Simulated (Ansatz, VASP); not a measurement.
**Two plane-wave programs on Al6H**

INCAR

```
PREC = Accurate
ENCUT = 520
EDIFF = 1E-6
ISMEAR = 0
SIGMA = 0.1
LREAL = F
LASPH = T
NELM = 100
ALGO = Normal
ISIF = 2
LWAVE = F
LCHARG = F
LDIPOL = T
IDIPOL = 3
DIPOL = 0.5 0.5 0.300
GGA = PE
NBANDS = 32
```

KPOINTS

```
regular mesh
0
Gamma
  6 6 1
```

The input POSCAR:

```
Al6H
1.0
    5.7143028096      0.0000000000      0.0000000000
   -2.8571514048      4.9487313980      0.0000000000
    0.0000000000      0.0000000000     22.6016424636
Al H
12 2
Direct
    0.3333333333      0.1666666667      0.1769782885
    0.3333333333      0.6666666667      0.1769782885
    0.8333333333      0.1666666667      0.1769782885
    0.8333333333      0.6666666667      0.1769782885
    0.1666666667      0.3333333333      0.2787817904
    0.1666666667      0.8333333333      0.2787817904
    0.6666666667      0.3333333333      0.2787817904
    0.6666666667      0.8333333333      0.2787817904
    0.0000000000      0.0000000000      0.3805759903
    0.0000000000      0.5000000000      0.3805759903
    0.5000000000      0.0000000000      0.3805759903
    0.5000000000      0.5000000000      0.3805759903
    0.2171633017      0.4343266034      0.4288025739
    0.2828366983      0.5656733966      0.4288025739
```

Input for Ansatz:

```yaml
crystal:
  lattice:
    - [5.7143028096, 0.0, 0.0]
    - [-2.8571514048, 4.948731398, 0.0]
    - [0.0, 0.0, 22.6016424636]
  atoms:
    - { symbol: Al, position: [0.3333333333, 0.1666666667, 0.1769782885] }
    - { symbol: Al, position: [0.3333333333, 0.6666666667, 0.1769782885] }
    - { symbol: Al, position: [0.8333333333, 0.1666666667, 0.1769782885] }
    - { symbol: Al, position: [0.8333333333, 0.6666666667, 0.1769782885] }
    - { symbol: Al, position: [0.1666666667, 0.3333333333, 0.2787817904] }
    - { symbol: Al, position: [0.1666666667, 0.8333333333, 0.2787817904] }
    - { symbol: Al, position: [0.6666666667, 0.3333333333, 0.2787817904] }
    - { symbol: Al, position: [0.6666666667, 0.8333333333, 0.2787817904] }
    - { symbol: Al, position: [0.0, 0.0, 0.3805759903] }
    - { symbol: Al, position: [0.0, 0.5, 0.3805759903] }
    - { symbol: Al, position: [0.5, 0.0, 0.3805759903] }
    - { symbol: Al, position: [0.5, 0.5, 0.3805759903] }
    - { symbol: H, position: [0.2171633017, 0.4343266034, 0.4288025739] }
    - { symbol: H, position: [0.2828366983, 0.5656733966, 0.4288025739] }
basis:
  ecutwfc: 420
kpoints:
  mp_grid: { grid: [6, 6, 1] }
hamiltonian:
  xc: pbe
scf:
  occupations: { method: gaussian, width: 0.1 }
output:
  forces: true
  eigenvalues: true
efield:
  axis: 3
  dipole_correction: true
  ramp_width: 0.04
```

Alike in both runs: task single point; functional PBE; k mesh 6 × 6 × 1; occupations gaussian, width 0.1 eV; no spin polarisation.

|  | VASP | Ansatz |
| --- | --- | --- |
| version | VASP 6.6.1 | Ansatz 0.2.0 |
| potentials or method | VASP PAW PBE potentials, release 64 (Al, H), cutoff 520 eV | scalar-relativistic, plane waves, PAW |
| valence electrons in the cell | 38 | 38 |

```csv
,VASP,Ansatz,Ansatz less VASP
gap on the k mesh at the Fermi level (eV),none,none,-
rms of the force components (eV/Å),1.727,1.716,-0.0106
```

Atom by atom the forces differ by 0.012 eV/Å (rms over components). A gap of «none» marks a metal or a gap that the smearing closes. With one functional, cell and mesh, what is left measures potentials, basis and numerics.
